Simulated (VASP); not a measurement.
# PbSe (Fm-3m) in VASP: single point with PBE+D3(BJ)

Aim: the single point of PbSe with PBE+D3(BJ).

All numbers are computed with VASP 6.6.1; they aren't measurements. Logs are shortened: lines on timing, memory, paths and dates and some standing lists are left out, and cuts for length are marked.

### 1 The cell of the first run

It takes space group Fm-3m (No. 225, cubic). Conventional cell: a = 6.007 Å, b = 6.007 Å, c = 6.007 Å, α = 90.00°, β = 90.00°, γ = 90.00°. Within 4.0 Å of Pb (site symmetry m-3m) lie 6 Se at 3.00 Å. Se (site symmetry m-3m) has 6 Pb at 3.00 Å within 4.0 Å.

### 2 Single point, PBE+D3(BJ)

INCAR reads:

```
PREC = Accurate
ENCUT = 520
EDIFF = 1E-7
ISMEAR = 0
SIGMA = 0.15
LREAL = False
LASPH = True
NELM = 80
ALGO = Normal
ISIF = 2
LWAVE = False
LCHARG = False
GGA = PE
IVDW = 12
NBANDS = 17
```

KPOINTS reads:

```
Automatic mesh
0
Gamma
  14 14 14
```

POSCAR reads:

```
PbSe
1.0
    4.0048244825      1.0012061206      1.0012061206
    1.0012061206      4.0048244825      1.0012061206
    1.0012061206      1.0012061206      4.0048244825
Pb Se
1 1
Direct
    0.0000000000      0.0000000000      0.0000000000
    0.5000000000      0.5000000000      0.5000000000
```

Potentials or basis: VASP PAW PBE potentials, release 64 (Pb_d, Se).

The run is started by

```sh
$ cat potpaw_PBE.64/Pb_d/POTCAR potpaw_PBE.64/Se/POTCAR > POTCAR
$ mpirun -np 1 vasp_std > vasp.out
```

OUTCAR:

```text
PREC = Accurate
   ENCUT = 520
   EDIFF = 1E-7
   ISMEAR = 0
   LREAL = False
   LASPH = True
   NELM = 80
   ISIF = 2
   GGA = PE
   IVDW = 12
 IVDW          = 12

 ion  position               nearest neighbor table
   1  0.000  0.000  0.000-   2 3.00   2 3.00   2 3.00   2 3.00   2 3.00   2 3.00
   2  0.500  0.500  0.500-   1 3.00   1 3.00   1 3.00   1 3.00   1 3.00   1 3.00

  LATTYP: Found a face centered cubic cell.
 ALAT       =     6.0072367237

  Lattice vectors:

 A1 = (   4.0048244825,   1.0012061206,   1.0012061206)
 A2 = (   1.0012061206,   4.0048244825,   1.0012061206)
 A3 = (   1.0012061206,   1.0012061206,   4.0048244825)

Analysis of symmetry for initial positions (statically):
=====================================================================
 Subroutine PRICEL returns:
 Original cell was already a primitive cell.

 Routine SETGRP: Setting up the symmetry group for a
 face centered cubic supercell.

 Subroutine GETGRP returns: Found 48 space group operations
 (whereof 48 operations were pure point group operations)
 out of a pool of 48 trial point group operations.

The static configuration has the point symmetry O_h .

Analysis of symmetry for dynamics (positions and initial velocities):
=====================================================================
 Subroutine PRICEL returns:
 Original cell was already a primitive cell.

 Routine SETGRP: Setting up the symmetry group for a
 face centered cubic supercell.

 Subroutine GETGRP returns: Found 48 space group operations
 (whereof 48 operations were pure point group operations)
 out of a pool of 48 trial point group operations.

The dynamic configuration has the point symmetry O_h .

 Subroutine INISYM returns: Found 48 space group operations
 (whereof 48 operations are pure point group operations),
 and found     1 'primitive' translations

----------------------------------------------------------------------------------------

                                     Primitive cell

  volume of cell :      54.1956

  direct lattice vectors                    reciprocal lattice vectors
     4.004824483  1.001206121  1.001206121     0.277443148 -0.055488630 -0.055488630
     1.001206121  4.004824483  1.001206121    -0.055488630  0.277443148 -0.055488630
     1.001206121  1.001206121  4.004824483    -0.055488630 -0.055488630  0.277443148

  length of vectors
     4.247757824  4.247757824  4.247757824     0.288327377  0.288327377  0.288327377

  position of ions in fractional coordinates (direct lattice)
     0.000000000  0.000000000  0.000000000
     0.500000000  0.500000000  0.500000000

  ion indices of the primitive-cell ions
   primitive index   ion index
                 1           1
                 2           2

----------------------------------------------------------------------------------------

 KPOINTS: Automatic mesh

Automatic generation of k-mesh.
 Grid dimensions read from file:
 generate k-points for:   14   14   14

 Generating k-lattice:

  Cartesian coordinates                     Fractional coordinates (reciprocal lattice)
     0.019817368 -0.003963474 -0.003963474     0.071428571  0.000000000  0.000000000
    -0.003963474  0.019817368 -0.003963474     0.000000000  0.071428571  0.000000000
    -0.003963474 -0.003963474  0.019817368     0.000000000  0.000000000  0.071428571

  Length of vectors
     0.020594813  0.020594813  0.020594813

  Shift w.r.t. Gamma in fractional coordinates (k-lattice)
     0.000000000  0.000000000  0.000000000

 Subroutine IBZKPT returns following result:
 ===========================================

 Found    104 irreducible k-points:

 Following reciprocal coordinates:
            Coordinates               Weight
  0.000000  0.000000  0.000000      1.000000
  0.071429  0.000000  0.000000      8.000000
  0.142857  0.000000  0.000000      8.000000
  0.214286  0.000000  0.000000      8.000000
  0.285714  0.000000  0.000000      8.000000
  0.357143  0.000000  0.000000      8.000000
[... 16 lines left out ...]
  0.214286  0.142857  0.000000     24.000000
  0.285714  0.142857  0.000000     24.000000
 [... further k-points ...]
   k-points           NKPTS =    104   k-points in BZ     NKDIM =    104   number of bands    NBANDS=     17
   number of dos      NEDOS =    301   number of ions     NIONS =      2
   total plane-waves  NPLWV =  32768
   dimension x,y,z NGX =    32 NGY =   32 NGZ =   32
   dimension x,y,z NGXF=    64 NGYF=   64 NGZF=   64
   ions per type =               1   1
   NGX,Y,Z   is equivalent  to a cutoff of  12.52, 12.52, 12.52 a.u.
   NGXF,Y,Z  is equivalent  to a cutoff of  25.05, 25.05, 25.05 a.u.
 SYSTEM =  unknown system
   PREC   = accura    normal or accurate (medium, high low for compatibility)
   ISTART =      0    job   : 0-new  1-cont  2-samecut
   ICHARG =      2    charge: 1-file 2-atom 10-const
   ISPIN  =      1    spin polarized calculation?
   LNONCOLLINEAR =      F non collinear calculations
   LSORBIT =      F    spin-orbit coupling
   LASPH  =      T    aspherical Exc in radial PAW
   ENCUT  =  520.0 eV  38.22 Ry    6.18 a.u.   7.90  7.90  7.90*2*pi/ulx,y,z
   NELM   =     80;   NELMIN=  2; NELMDL= -5     # of ELM steps
   EDIFF  = 0.1E-06   stopping-criterion for ELM
   LREAL  =      F    real-space projection
   EDIFFG = 0.1E-05   stopping-criterion for IOM
   NSW    =      0    number of steps for IOM
   IBRION =     -1    ionic relax: 0-MD 1-quasi-New 2-CG
   NFREE  =      0    steps in history (QN), initial steepest desc. (CG)
   ISIF   =      2    stress and relaxation
   ISYM   =      2    0-nonsym 1-usesym 2-fastsym
   POTIM  = 0.5000    time-step for ionic-motion
   TEBEG  =    0.0;   TEEND  =   0.0 temperature during run
   PSTRESS=    0.0 pullay stress
   NELECT =      20.0000    total number of electrons
   NUPDOWN=      -1.0000    fix difference up-down
   EMIN   =  10.00;   EMAX   =-10.00  energy-range for DOS
   EFERMI =   0.00;   METHOD = LEGACY
   ISMEAR =     0;   SIGMA  =   0.15  broadening in eV -4-tet -1-fermi 0-gaus
   EFERMI_NEDOS =   21; number of points for ismear=-14 and -15
   IALGO  =     38    algorithm
   IMIX   =      4    mixing-type and parameters
     AMIX     =   0.40;   BMIX     =  1.00
     AMIX_MAG =   1.60;   BMIX_MAG =  1.00
  volume/ion in A,a.u.               =      27.10       182.87
  Fermi-wavevector in a.u.,A,eV,Ry     =   1.174258  2.219025 18.760817  1.378881
  Thomas-Fermi vector in A             =   2.310658
   LORBIT       =      0    0 simple, 1 ext, 2 COOP (PROOUT), +10 PAW based schemes
   GGA     = PE    functional components
   LHFCALC =     F    Hartree Fock is set to
   AEXX    =    0.0000 exact exchange contribution
   IVDW    =    12    specifies the selected vdW correction
   LEPSILON=     F    determine dielectric tensor
   LRPA    =     F    only Hartree local field effects (RPA)
 non-spin polarized calculation
 Gauss-broadening in eV      SIGMA  =   0.15
  energy-cutoff  :      520.00
  volume of cell :       54.20
 maximum number of plane-waves:      1476
   NGX = 15   NGY = 15   NGZ = 15

 number of electron      20.0000002 magnetization

 Free energy of the ion-electron system (eV)
  ---------------------------------------------------
  ext. energy  EPLUGINS =         0.00000000
  ---------------------------------------------------
  free energy    TOTEN  =        -8.09485222 eV

  energy without entropy =       -8.09462325  energy(sigma->0) =       -8.09473773

 E-fermi :   5.8932     XC(G=0):  -9.7934

 val. band max:        5.8500128102   @ k =   0.5000   0.0000   0.0000
 cond. band min:       5.9365394918   @ k =   0.5000   0.0000   0.0000
 fundamental gap:      0.0865266817
 Fermi energy:         5.8932215568

 k-point     1 :       0.0000    0.0000    0.0000
  band No.  band energies     occupation
      1     -11.1513      2.00000
      2     -11.1513      2.00000
      3     -11.1513      2.00000
      4     -11.1503      2.00000
      5     -11.1503      2.00000
      6      -8.3029      2.00000
[... 9 lines left out ...]
     16      12.1766      0.00000
     17      13.7753      0.00000

 k-point     2 :       0.0714    0.0000    0.0000
  band No.  band energies     occupation
      1     -11.1521      2.00000
      2     -11.1520      2.00000
      3     -11.1510      2.00000
      4     -11.1490      2.00000
      5     -11.1490      2.00000
      6      -8.2597      2.00000
[... 9 lines left out ...]
     16      12.3094      0.00000
     17      14.2920      0.00000

 k-point     3 :       0.1429    0.0000    0.0000
  band No.  band energies     occupation
      1     -11.1564      2.00000
      2     -11.1564      2.00000
      3     -11.1505      2.00000
      4     -11.1434      2.00000
      5     -11.1434      2.00000
      6      -8.1330      2.00000
[... 9 lines left out ...]
     16      12.6395      0.00000
     17      15.3482      0.00000

 k-point     4 :       0.2143    0.0000    0.0000
  band No.  band energies     occupation
      1     -11.1628      2.00000
      2     -11.1628      2.00000
      3     -11.1499      2.00000
      4     -11.1351      2.00000
      5     -11.1351      2.00000
      6      -7.9324      2.00000
[... 9 lines left out ...]
     16      13.1300      0.00000
     17      16.5806      0.00000

 k-point     5 :       0.2857    0.0000    0.0000
  band No.  band energies     occupation
      1     -11.1699      2.00000
      2     -11.1699      2.00000
      3     -11.1494      2.00000
      4     -11.1260      2.00000
      5     -11.1260      2.00000
      6      -7.6779      2.00000
[... 9 lines left out ...]
     16      13.7750      0.00000
     17      17.7518      0.00000

 k-point     6 :       0.3571    0.0000    0.0000
  band No.  band energies     occupation
      1     -11.1763      2.00000
      2     -11.1763      2.00000
      3     -11.1491      2.00000
      4     -11.1177      2.00000
      5     -11.1177      2.00000
      6      -7.4070      2.00000
[... 9 lines left out ...]
     16      14.5532      0.00000
     17      17.7300      0.00000

 k-point     7 :       0.4286    0.0000    0.0000
  band No.  band energies     occupation
      1     -11.1807      2.00000
      2     -11.1807      2.00000
      3     -11.1490      2.00000
      4     -11.1119      2.00000
      5     -11.1119      2.00000
      6      -7.1847      2.00000
[... 9 lines left out ...]
     16      15.3913      0.00000
     17      16.7455      0.00000

 k-point     8 :       0.5000    0.0000    0.0000
  band No.  band energies     occupation
      1     -11.1823      2.00000
      2     -11.1823      2.00000
      3     -11.1490      2.00000
      4     -11.1099      2.00000
      5     -11.1099      2.00000
      6      -7.0955      2.00000
[... 9 lines left out ...]
     16      15.9005      0.00000
     17      16.0916      0.00000
[... 203 lines left out ...]
      1     -11.1671      2.00000
      2     -11.1651      2.00000
      3     -11.1497      2.00000
      4     -11.1353      2.00000
      5     -11.1285      2.00000
      6      -7.8151      2.00000
[... 9 lines left out ...]
     16      14.0200      0.00000
     17      16.3084      0.00000

 k-point    20 :      -0.1429    0.0714   -0.0000
  band No.  band energies     occupation
      1     -11.1604      2.00000
      2     -11.1580      2.00000
      3     -11.1507      2.00000
      4     -11.1432      2.00000
      5     -11.1366      2.00000
      6      -8.0358      2.00000
[... 9 lines left out ...]
     16      13.3513      0.00000
     17      15.3126      0.00000

 k-point    21 :      -0.0714    0.0714    0.0000
  band No.  band energies     occupation
      1     -11.1549      2.00000
      2     -11.1534      2.00000
      3     -11.1513      2.00000
      4     -11.1483      2.00000
      5     -11.1439      2.00000
      6      -8.1883      2.00000
[... 9 lines left out ...]
     16      12.7925      0.00000
     17      14.8263      0.00000

 k-point    22 :       0.1429    0.1429    0.0000
  band No.  band energies     occupation
      1     -11.1687      2.00000
      2     -11.1556      2.00000
      3     -11.1458      2.00000
      4     -11.1413      2.00000
      5     -11.1413      2.00000
      6      -8.0716      2.00000
[... 9 lines left out ...]
     16      13.5342      0.00000
     17      14.8776      0.00000

 k-point    23 :       0.2143    0.1429    0.0000
  band No.  band energies     occupation
      1     -11.1799      2.00000
      2     -11.1566      2.00000
      3     -11.1476      2.00000
      4     -11.1362      2.00000
      5     -11.1332      2.00000
      6      -7.9183      2.00000
[... 9 lines left out ...]
     16      14.0518      0.00000
     17      15.4671      0.00000

 k-point    24 :       0.2857    0.1429    0.0000
  band No.  band energies     occupation
      1     -11.1910      2.00000
      2     -11.1554      2.00000
      3     -11.1526      2.00000
      4     -11.1309      2.00000
      5     -11.1235      2.00000
      6      -7.6997      2.00000
[... 9 lines left out ...]
     16      14.6101      0.00000
     17      16.5003      0.00000

 [... further k-points ...]

------------------------ aborting loop because EDIFF is reached ----------------------------------------

 Edisp (eV)   -0.78040

 E8    (eV) :    -0.3638

  FORCE on cell =-STRESS in cart. coord.  units (eV):
  Direction    XX          YY          ZZ          XY          YZ          ZX
  --------------------------------------------------------------------------------------
  -------------------------------------------------------------------------------------
  Total       1.25069     1.25069     1.25069    -0.00000    -0.00000    -0.00000
  in kB      36.97404    36.97404    36.97404    -0.00000    -0.00000    -0.00000
  external pressure =       36.97 kB  Pullay stress =        0.00 kB

 VOLUME and BASIS-vectors are now :
 -----------------------------------------------------------------------------
  energy-cutoff  :      520.00
  volume of cell :       54.20
      direct lattice vectors                 reciprocal lattice vectors
     4.004824483  1.001206121  1.001206121     0.277443148 -0.055488630 -0.055488630
     1.001206121  4.004824483  1.001206121    -0.055488630  0.277443148 -0.055488630
     1.001206121  1.001206121  4.004824483    -0.055488630 -0.055488630  0.277443148

 POSITION                                       TOTAL-FORCE (eV/Angst)
 -----------------------------------------------------------------------------------
      0.00000      0.00000      0.00000         0.000000      0.000000     -0.000000
      3.00362      3.00362      3.00362        -0.000000     -0.000000      0.000000
 -----------------------------------------------------------------------------------
    total drift:                               -0.000000      0.000000      0.000000

  FREE ENERGIE OF THE ION-ELECTRON SYSTEM (eV)
  ---------------------------------------------------
  free  energy   TOTEN  =        -8.8752550061 eV

  energy  without entropy=       -8.8750260386  energy(sigma->0) =       -8.87514052
```

Run time: 50 s. Hardware: 1 thread of Intel Xeon Platinum 8259CL at 2.50GHz (Skylake/Cascade Lake), shared host; peak memory 0.25 GiB.

Results:

```
Free energy                : -8.8753 eV
Pressure                   : 3.7 GPa
Band gap on the k mesh     : 0.09 eV, direct
Dispersion energy per atom : -0.390 eV
```

Levels at points of the mesh, in eV from the valence-band top:
| k point | band 8 | band 9 | band 10 | band 11 | band 12 | band 13 |
| --- | --- | --- | --- | --- | --- | --- |
| (0.00, 0.00, 0.00) | -2.20 | -2.20 | -2.20 | 4.78 | 4.78 | 4.78 |
| (0.50, 0.00, 0.00) | -1.75 | -1.75 | 0.00 | 0.09 | 1.51 | 1.51 |
| (0.50, 0.50, 0.00) | -5.53 | -3.66 | -3.66 | 3.38 | 5.77 | 5.77 |

Caveat: spin-orbit coupling is left out, which moves the levels of the heavy elements.
